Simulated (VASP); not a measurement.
Here is a VASP 6.6.1 calculation.

Contents of INCAR:

```
PREC = Accurate
ENCUT = 520
EDIFF = 1E-7
ISMEAR = 0
SIGMA = 0.15
LREAL = False
LASPH = True
NELM = 100
ALGO = Normal
ISIF = 2
LWAVE = False
LCHARG = False
GGA = PE
NBANDS = 14
```

File KPOINTS:

```
regular mesh
0
Gamma
  20 20 20
```

File POSCAR:

```
ZrB
1.0
    0.0000000000      2.1303052604      2.7693968386
    2.1303052604      0.0000000000      2.7693968386
    2.1303052604      2.1303052604      0.0000000000
Zr B
1 1
Direct
    0.0000000000      0.0000000000      0.0000000000
    0.5000000000      0.5000000000      0.5000000000
```

Potentials or basis: VASP PAW PBE potentials, release 64 (Zr_sv, B).

Launch:

```console
$ cat potpaw_PBE.64/Zr_sv/POTCAR potpaw_PBE.64/B/POTCAR > POTCAR
$ mpirun -np 1 vasp_std > vasp.out
```

Task: Estimate the pressure.

Result: 51.4 GPa.

Stress tensor (GPa, compression positive):
```
 85.27   0.00   0.00
  0.00  85.27   0.00
  0.00   0.00 -16.40
```
